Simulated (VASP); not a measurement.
# Ti (Im-3m) in VASP: further runs

The runs below take Ti through single point, with PBEsol.

Program: VASP 6.6.1. These are calculated values, not measurements. Logs are shortened: lines on timing, memory, paths and dates and some standing lists are left out, and cuts for length are marked.

## 1. The cell of the first run

The structure is cubic, space group Im-3m (No. 229). Conventional cell: a = 3.260 Å, b = 3.260 Å, c = 3.260 Å, α = 90.00°, β = 90.00°, γ = 90.00°. Within 3.7 Å of Ti (site symmetry m-3m) lie 14 Ti at 2.82 to 3.26 Å.

## 2. Single point, PBEsol (volume scaled by 0.98)

Input file INCAR:

```
SYSTEM = Ti
  ALGO = Normal
  EDIFF = 1E-6
  ENCUT = 520
  GGA = PS
  ISIF = 2
  ISMEAR = -1
  LASPH = .True.
  LCHARG = .False.
  LREAL = .False.
  LWAVE = .False.
  NBANDS = 12
  NELM = 100
  PREC = Accurate
  SIGMA = 0.08
```

Input file KPOINTS:

```
k-points
0
Gamma
  17 17 17
  0 0 0
```

Input file POSCAR:

```
Ti
1.0
   -1.6299862453      1.6299862453      1.6299862453
    1.6299862453     -1.6299862453      1.6299862453
    1.6299862453      1.6299862453     -1.6299862453
Ti
1
Direct
    0.0000000000      0.0000000000      0.0000000000
```

Potentials or basis: VASP PAW PBE potentials, release 64 (Ti_sv).

On the command line:

```sh
$ cat potpaw_PBE.64/Ti_sv/POTCAR > POTCAR
$ mpirun -np 1 vasp_std > vasp.out
```

OUTCAR:

```text
SYSTEM = Ti
   EDIFF = 1E-6
   ENCUT = 520
   GGA = PS
   ISIF = 2
   ISMEAR = -1
   LASPH = .True.
   LREAL = .False.
   NELM = 100
   PREC = Accurate

 ion  position               nearest neighbor table
   1  0.000  0.000  0.000-

  LATTYP: Found a body centered cubic cell.
 ALAT       =     3.2599724906

  Lattice vectors:

 A1 = (  -1.6299862453,   1.6299862453,   1.6299862453)
 A2 = (   1.6299862453,  -1.6299862453,   1.6299862453)
 A3 = (   1.6299862453,   1.6299862453,  -1.6299862453)

Analysis of symmetry for initial positions (statically):
=====================================================================
 Subroutine PRICEL returns:
 Original cell was already a primitive cell.

 Routine SETGRP: Setting up the symmetry group for a
 body centered cubic supercell.

 Subroutine GETGRP returns: Found 48 space group operations
 (whereof 48 operations were pure point group operations)
 out of a pool of 48 trial point group operations.

The static configuration has the point symmetry O_h .

Analysis of symmetry for dynamics (positions and initial velocities):
=====================================================================
 Subroutine PRICEL returns:
 Original cell was already a primitive cell.

 Routine SETGRP: Setting up the symmetry group for a
 body centered cubic supercell.

 Subroutine GETGRP returns: Found 48 space group operations
 (whereof 48 operations were pure point group operations)
 out of a pool of 48 trial point group operations.

The dynamic configuration has the point symmetry O_h .

 Subroutine INISYM returns: Found 48 space group operations
 (whereof 48 operations are pure point group operations),
 and found     1 'primitive' translations

----------------------------------------------------------------------------------------

                                     Primitive cell

  volume of cell :      17.3225

  direct lattice vectors                    reciprocal lattice vectors
    -1.629986245  1.629986245  1.629986245     0.000000000  0.306751055  0.306751055
     1.629986245 -1.629986245  1.629986245     0.306751055  0.000000000  0.306751055
     1.629986245  1.629986245 -1.629986245     0.306751055  0.306751055  0.000000000

  length of vectors
     2.823218992  2.823218992  2.823218992     0.433811502  0.433811502  0.433811502

  position of ions in fractional coordinates (direct lattice)
     0.000000000  0.000000000  0.000000000

  ion indices of the primitive-cell ions
   primitive index   ion index
                 1           1

----------------------------------------------------------------------------------------

 KPOINTS: k-points

Automatic generation of k-mesh.
 Grid dimensions read from file:
 generate k-points for:   17   17   17

 Generating k-lattice:

  Cartesian coordinates                     Fractional coordinates (reciprocal lattice)
     0.000000000  0.018044180  0.018044180     0.058823529  0.000000000  0.000000000
     0.018044180  0.000000000  0.018044180     0.000000000  0.058823529  0.000000000
     0.018044180  0.018044180  0.000000000     0.000000000  0.000000000  0.058823529

  Length of vectors
     0.025518324  0.025518324  0.025518324

  Shift w.r.t. Gamma in fractional coordinates (k-lattice)
     0.000000000  0.000000000  0.000000000

 Subroutine IBZKPT returns following result:
 ===========================================

 Found    165 irreducible k-points:

 Following reciprocal coordinates:
            Coordinates               Weight
  0.000000  0.000000  0.000000      1.000000
  0.058824  0.000000  0.000000     12.000000
  0.117647  0.000000  0.000000     12.000000
  0.176471  0.000000  0.000000     12.000000
  0.235294  0.000000  0.000000     12.000000
  0.294118  0.000000  0.000000     12.000000
[... 16 lines left out ...]
  0.411765  0.117647  0.000000     48.000000
  0.176471  0.176471  0.000000     24.000000
 [... further k-points ...]
   k-points           NKPTS =    165   k-points in BZ     NKDIM =    165   number of bands    NBANDS=     12
   number of dos      NEDOS =    301   number of ions     NIONS =      1
   total plane-waves  NPLWV =  13824
   dimension x,y,z NGX =    24 NGY =   24 NGZ =   24
   dimension x,y,z NGXF=    48 NGYF=   48 NGZF=   48
   ions per type =               1
   NGX,Y,Z   is equivalent  to a cutoff of  14.13, 14.13, 14.13 a.u.
   NGXF,Y,Z  is equivalent  to a cutoff of  28.26, 28.26, 28.26 a.u.
 SYSTEM =  Ti
   PREC   = accura    normal or accurate (medium, high low for compatibility)
   ISTART =      0    job   : 0-new  1-cont  2-samecut
   ICHARG =      2    charge: 1-file 2-atom 10-const
   ISPIN  =      1    spin polarized calculation?
   LNONCOLLINEAR =      F non collinear calculations
   LSORBIT =      F    spin-orbit coupling
   LASPH  =      T    aspherical Exc in radial PAW
   ENCUT  =  520.0 eV  38.22 Ry    6.18 a.u.   5.25  5.25  5.25*2*pi/ulx,y,z
   NELM   =    100;   NELMIN=  2; NELMDL= -5     # of ELM steps
   EDIFF  = 0.1E-05   stopping-criterion for ELM
   LREAL  =      F    real-space projection
   EDIFFG = 0.1E-04   stopping-criterion for IOM
   NSW    =      0    number of steps for IOM
   IBRION =     -1    ionic relax: 0-MD 1-quasi-New 2-CG
   NFREE  =      0    steps in history (QN), initial steepest desc. (CG)
   ISIF   =      2    stress and relaxation
   ISYM   =      2    0-nonsym 1-usesym 2-fastsym
   POTIM  = 0.5000    time-step for ionic-motion
   TEBEG  =    0.0;   TEEND  =   0.0 temperature during run
   PSTRESS=    0.0 pullay stress
   NELECT =      12.0000    total number of electrons
   NUPDOWN=      -1.0000    fix difference up-down
   EMIN   =  10.00;   EMAX   =-10.00  energy-range for DOS
   EFERMI =   0.00;   METHOD = LEGACY
   ISMEAR =    -1;   SIGMA  =   0.08  broadening in eV -4-tet -1-fermi 0-gaus
   EFERMI_NEDOS =   21; number of points for ismear=-14 and -15
   IALGO  =     38    algorithm
   IMIX   =      4    mixing-type and parameters
     AMIX     =   0.40;   BMIX     =  1.00
     AMIX_MAG =   1.60;   BMIX_MAG =  1.00
  volume/ion in A,a.u.               =      17.32       116.90
  Fermi-wavevector in a.u.,A,eV,Ry     =   1.448543  2.737349 28.548779  2.098276
  Thomas-Fermi vector in A             =   2.566372
   LORBIT       =      0    0 simple, 1 ext, 2 COOP (PROOUT), +10 PAW based schemes
   GGA     = PS    functional components
   LHFCALC =     F    Hartree Fock is set to
   AEXX    =    0.0000 exact exchange contribution
   IVDW    =     0    specifies the selected vdW correction
   LEPSILON=     F    determine dielectric tensor
   LRPA    =     F    only Hartree local field effects (RPA)
 non-spin polarized calculation
  energy-cutoff  :      520.00
  volume of cell :       17.32
 maximum number of plane-waves:       478
 NGX is ok and might be reduce to    24
   NGX = 11   NGY = 11   NGZ = 11

 number of electron      11.9999997 magnetization

 Free energy of the ion-electron system (eV)
  ---------------------------------------------------
  ext. energy  EPLUGINS =         0.00000000
  ---------------------------------------------------
  free energy    TOTEN  =        -8.24648193 eV

  energy without entropy =       -8.19753186  energy(sigma->0) =       -8.22200690

 E-fermi :   7.9832     XC(G=0): -11.6444

 val. band max:        7.9750265119   @ k =   0.2353   0.1176   0.0000
 cond. band min:       7.9898323696   @ k =  -0.2941  -0.4706   0.0588
 fundamental gap:      0.0148058578
 Fermi energy:         7.9832478520

 k-point     1 :       0.0000    0.0000    0.0000
  band No.  band energies     occupation
      1     -48.3071      2.00000
      2     -24.2544      2.00000
      3     -24.2544      2.00000
      4     -24.2544      2.00000
      5       2.0254      2.00000
      6       8.9707      0.00001
      7       8.9707      0.00001
      8       8.9707      0.00001
      9      10.7488      0.00000
     10      10.7488      0.00000
     11      25.4231      0.00000
     12      25.4231      0.00000

 k-point     2 :       0.0588    0.0000    0.0000
  band No.  band energies     occupation
      1     -48.3026      2.00000
      2     -24.2786      2.00000
      3     -24.2618      2.00000
      4     -24.2545      2.00000
      5       2.1446      2.00000
      6       8.9159      0.00002
      7       8.9560      0.00001
      8       9.0576      0.00000
      9      10.6841      0.00000
     10      10.7519      0.00000
     11      25.2441      0.00000
     12      25.4138      0.00000

 k-point     3 :       0.1176    0.0000    0.0000
  band No.  band energies     occupation
      1     -48.2896      2.00000
      2     -24.3476      2.00000
      3     -24.2831      2.00000
      4     -24.2549      2.00000
      5       2.4926      2.00000
      6       8.7629      0.00012
      7       8.8899      0.00002
      8       9.3129      0.00000
      9      10.5413      0.00000
     10      10.7639      0.00000
     11      24.6649      0.00000
     12      25.2761      0.00000
[... 286 lines left out ...]
 k-point    23 :       0.4118    0.1176    0.0000
  band No.  band energies     occupation
      1     -48.1683      2.00000
      2     -24.9071      2.00000
      3     -24.4982      2.00000
      4     -24.2910      2.00000
      5       5.8004      2.00000
      6       7.6053      1.98240
      7       8.5778      0.00118
      8      10.6714      0.00000
      9      11.2528      0.00000
     10      12.8013      0.00000
     11      16.8474      0.00000
     12      20.9351      0.00000

 k-point    24 :       0.1765    0.1765    0.0000
  band No.  band energies     occupation
      1     -48.2156      2.00000
      2     -24.6925      2.00000
      3     -24.3970      2.00000
      4     -24.2988      2.00000
      5       4.7073      2.00000
      6       7.9559      1.16956
      7       8.1423      0.24101
      8      10.2962      0.00000
      9      11.0280      0.00000
     10      11.2159      0.00000
     11      21.4930      0.00000
     12      21.7538      0.00000

 [... further k-points ...]
[... 5 lines left out ...]
  --------------------------------------------------------------------------------------
  -------------------------------------------------------------------------------------
  Total       -0.5218915     -0.5218915     -0.5218915     -0.0000000     -0.0000000      0.0000000
  in kB      -48.2701881    -48.2701881    -48.2701881     -0.0000000     -0.0000000      0.0000000
  external PRESSURE =     -48.2701881 kB  Pullay stress =       0.0000000 kB

 VOLUME and BASIS-vectors are now :
 -----------------------------------------------------------------------------
  energy-cutoff  :      520.00
  volume of cell :       17.32
      direct lattice vectors                 reciprocal lattice vectors
    -1.629986245  1.629986245  1.629986245     0.000000000  0.306751055  0.306751055
     1.629986245 -1.629986245  1.629986245     0.306751055  0.000000000  0.306751055
     1.629986245  1.629986245 -1.629986245     0.306751055  0.306751055  0.000000000

 POSITION                                       TOTAL-FORCE (eV/Angst)
 -----------------------------------------------------------------------------------
      0.00000      0.00000      0.00000         0.000000     -0.000000      0.000000
 -----------------------------------------------------------------------------------
    total drift:                                0.000000      0.000000      0.000000

  FREE ENERGIE OF THE ION-ELECTRON SYSTEM (eV)
  ---------------------------------------------------
  free  energy   TOTEN  =        -8.2464819316 eV

  energy  without entropy=       -8.1975318620  energy(sigma->0) =       -8.22200690
```

Run time: 9.7 s. Hardware: 1 thread of Intel Xeon 6975P-C (Granite Rapids), shared host; peak memory 0.15 GiB.

Results:

```
Free energy            : -8.2465 eV
Pressure               : -4.8 GPa
Band gap on the k mesh : zero (band 6 reaches 8.97 eV, above the bottom of band 7 at 7.34 eV)
```

Caveat: the cell differs from its parent crystal (volume scaled by 0.98); the PAW data sets were made with another functional, which shifts forces and pressure a little.

## 3. Single point, PBEsol

This run uses another cell than the first one, of 17.68 Å³/atom, 1.020 times its volume.

Input file INCAR:

```
SYSTEM = Ti
PREC     = Accurate       ! precision mode
ENCUT    = 520            ! plane-wave cutoff, eV
EDIFF    = 1E-6           ! SCF threshold, eV
ISMEAR   = -1             ! smearing method
SIGMA    = 0.08           ! smearing width, eV
LREAL    = .False.        ! projectors in reciprocal space
LASPH    = .True.         ! aspherical terms in the spheres
NELM     = 80             ! most SCF steps
ALGO     = Normal         ! electronic algorithm
ISIF     = 2              ! what is computed and relaxed
LWAVE    = .False.        ! write WAVECAR
LCHARG   = .True.         ! write CHGCAR
GGA      = PS             ! functional
LELF     = .True.         ! ELF
LVHAR    = .True.       
NBANDS   = 12             ! bands
```

Input file KPOINTS:

```
regular mesh
0
Gamma
  17 17 17
  0 0 0
```

Input file POSCAR:

```
Ti
1.0
   -1.6410000000      1.6410000000      1.6410000000
    1.6410000000     -1.6410000000      1.6410000000
    1.6410000000      1.6410000000     -1.6410000000
Ti
1
Direct
    0.0000000000      0.0000000000      0.0000000000
```

Potentials or basis: VASP PAW PBE potentials, release 64 (Ti_sv).

On the command line:

```sh
$ cat potpaw_PBE.64/Ti_sv/POTCAR > POTCAR
$ mpirun -np 1 vasp_std > vasp.out
```

OUTCAR:

```text
SYSTEM = Ti
   PREC = Accurate
   ENCUT = 520
   EDIFF = 1E-6
   ISMEAR = -1
   LREAL = .False.
   LASPH = .True.
   NELM = 80
   ISIF = 2
   GGA = PS

 ion  position               nearest neighbor table
   1  0.000  0.000  0.000-

  LATTYP: Found a body centered cubic cell.
 ALAT       =     3.2820000000

  Lattice vectors:

 A1 = (  -1.6410000000,   1.6410000000,   1.6410000000)
 A2 = (   1.6410000000,  -1.6410000000,   1.6410000000)
 A3 = (   1.6410000000,   1.6410000000,  -1.6410000000)

Analysis of symmetry for initial positions (statically):
[... 529 lines left out ...]
      5       4.5080      2.00000
      6       7.7579      1.11599
      7       7.9374      0.23611
      8      10.0392      0.00000
      9      10.7471      0.00000
     10      10.9285      0.00000
     11      21.0672      0.00000
     12      21.3197      0.00000

 [... further k-points ...]
[... 5 lines left out ...]
  --------------------------------------------------------------------------------------
  -------------------------------------------------------------------------------------
  Total       -0.7372806     -0.7372806     -0.7372806      0.0000000      0.0000000      0.0000000
  in kB      -66.8278739    -66.8278739    -66.8278739      0.0000000      0.0000000      0.0000000
  external PRESSURE =     -66.8278739 kB  Pullay stress =       0.0000000 kB

 VOLUME and BASIS-vectors are now :
 -----------------------------------------------------------------------------
  energy-cutoff  :      520.00
  volume of cell :       17.68
      direct lattice vectors                 reciprocal lattice vectors
    -1.641000000  1.641000000  1.641000000     0.000000000  0.304692261  0.304692261
     1.641000000 -1.641000000  1.641000000     0.304692261  0.000000000  0.304692261
     1.641000000  1.641000000 -1.641000000     0.304692261  0.304692261  0.000000000

 POSITION                                       TOTAL-FORCE (eV/Angst)
 -----------------------------------------------------------------------------------
      0.00000      0.00000      0.00000        -0.000000      0.000000     -0.000000
 -----------------------------------------------------------------------------------
    total drift:                                0.000000      0.000000      0.000000

  FREE ENERGIE OF THE ION-ELECTRON SYSTEM (eV)
  ---------------------------------------------------
  free  energy   TOTEN  =        -8.2338905016 eV

  energy  without entropy=       -8.1835216482  energy(sigma->0) =       -8.20870607
```

stdout:

```text
POSCAR found type information on POSCAR Ti
 POSCAR found :  1 types and       1 ions
 scaLAPACK will be used
 -----------------------------------------------------------------------------
|                                                                             |
|                                                                             |
|     You enforced a specific xc type in the INCAR file but a different       |
|     I HOPE YOU KNOW WHAT YOU ARE DOING!                                     |
|                                                                             |
 -----------------------------------------------------------------------------

 LDA part: xc-table for (Slater+PW92), standard interpolation
 POSCAR, INCAR and KPOINTS ok, starting setup
 FFT: planning ... GRIDC
 FFT: planning ... GRID_SOFT
 FFT: planning ... GRID
 WAVECAR not read
 entering main loop
```

It took 10 s on 1 thread of Intel Xeon 6975P-C (Granite Rapids), shared host; peak memory 0.16 GiB.

Results:

```yaml
Free_energy: -8.2339 eV
Pressure: -6.7 GPa
Band_gap_on_the_k_mesh: zero (band 6 reaches 8.75 eV, above the bottom of band 7 at 7.15 eV)
```

Caveat: the PAW data sets were made with another functional, which shifts forces and pressure a little.

## 4. Single point, PBEsol (volume scaled by 0.99)

Input file INCAR:

```
SYSTEM = Ti
PREC = Accurate ; ENCUT = 520
EDIFF = 1E-7 ; ISMEAR = -1
SIGMA = 0.08 ; LREAL = .FALSE.
LASPH = .TRUE. ; NELM = 60
ALGO = Normal ; ISIF = 2
LWAVE = .FALSE. ; LCHARG = .FALSE.
GGA = PS ; NBANDS = 12
```

Input file KPOINTS:

```
Automatic mesh
0
G
  17 17 17
  0 0 0
```

Input file POSCAR:

```
Ti
1.0
   -1.6355116647      1.6355116647      1.6355116647
    1.6355116647     -1.6355116647      1.6355116647
    1.6355116647      1.6355116647     -1.6355116647
Ti
1
Direct
    0.0000000000      0.0000000000      0.0000000000
```

On the command line:

```sh
$ cat potpaw_PBE.64/Ti_sv/POTCAR > POTCAR
$ mpirun -np 1 vasp_std > vasp.out
```

Wall time 12 s (1 thread of Intel Xeon 6975P-C (Granite Rapids), shared host); peak memory 0.15 GiB.

Results (log left out):

```yaml
Free_energy: -8.2407 eV
Pressure: -5.8 GPa
Band_gap_on_the_k_mesh: zero (band 6 reaches 8.86 eV, above the bottom of band 7 at 7.24 eV)
```

Levels at points of the mesh, in eV from the Fermi level:
| k point | band 3 | band 4 | band 5 | band 6 | band 7 | band 8 | band 9 | band 10 |
| --- | --- | --- | --- | --- | --- | --- | --- | --- |
| (0.00, 0.00, 0.00) | -32.27 | -32.27 | -5.94 | 0.98 | 0.98 | 0.98 | 2.73 | 2.73 |

Caveat: the cell differs from its parent crystal (volume scaled by 0.99); the PAW data sets were made with another functional, which shifts forces and pressure a little.

## 5. Single point, PBEsol (volume scaled by 1.01)

Input file INCAR:

```
SYSTEM = Ti
  PREC = Accurate
  ENCUT = 520
  EDIFF = 1E-6
  ISMEAR = -1
  SIGMA = 0.08
  LREAL = .False.
  LASPH = .True.
  NELM = 80
  ALGO = Normal
  ISIF = 2
  LWAVE = .False.
  LCHARG = .False.
  GGA = PS
  NBANDS = 12
```

Input file KPOINTS:

```
regular mesh
0
Gamma
  17 17 17
  0 0 0
```

Input file POSCAR:

```
Ti
1.0
   -1.6464518673      1.6464518673      1.6464518673
    1.6464518673     -1.6464518673      1.6464518673
    1.6464518673      1.6464518673     -1.6464518673
Ti
1
Direct
    0.0000000000      0.0000000000      0.0000000000
```

On the command line:

```sh
$ cat potpaw_PBE.64/Ti_sv/POTCAR > POTCAR
$ mpirun -np 1 vasp_std > vasp.out
```

It took 10 s on 1 thread of Intel Xeon 6975P-C (Granite Rapids), shared host; peak memory 0.16 GiB.

Results (log left out):

- Free energy: -8.2261 eV
- Pressure: -7.5 GPa
- Band gap on the k mesh: zero (band 6 reaches 8.64 eV, above the bottom of band 7 at 7.05 eV)

Levels at points of the mesh, in eV from the Fermi level:
```
           k point  band 4  band 5  band 6  band 7  band 8  band 9
(0.00, 0.00, 0.00)  -32.33   -5.89    0.96    0.96    0.96    2.67
```

Caveat: the cell differs from its parent crystal (volume scaled by 1.01); the PAW data sets were made with another functional, which shifts forces and pressure a little.

## 6. Overview

```csv
cell,gap on the mesh (eV),pressure (GPa)
"a = 2.823 Å, angles 109.5°, 1 atom",none,-4.8
"a = 2.842 Å, angles 109.5°, 1 atom",none,-6.7
"a = 2.833 Å, angles 109.5°, 1 atom",none,-5.8
"a = 2.852 Å, angles 109.5°, 1 atom",none,-7.5
```

Alike in all rows: task single point; level PBEsol; potentials or basis VASP PAW PBE potentials, release 64 (Ti_sv); no spin polarisation; k mesh 17 × 17 × 17; cutoff (eV) 520; smearing fermi-dirac 0.08 eV.

Caveats: the PAW data sets were made with another functional, which shifts forces and pressure a little.

Absolute energies hang on the potentials; compare differences alone.
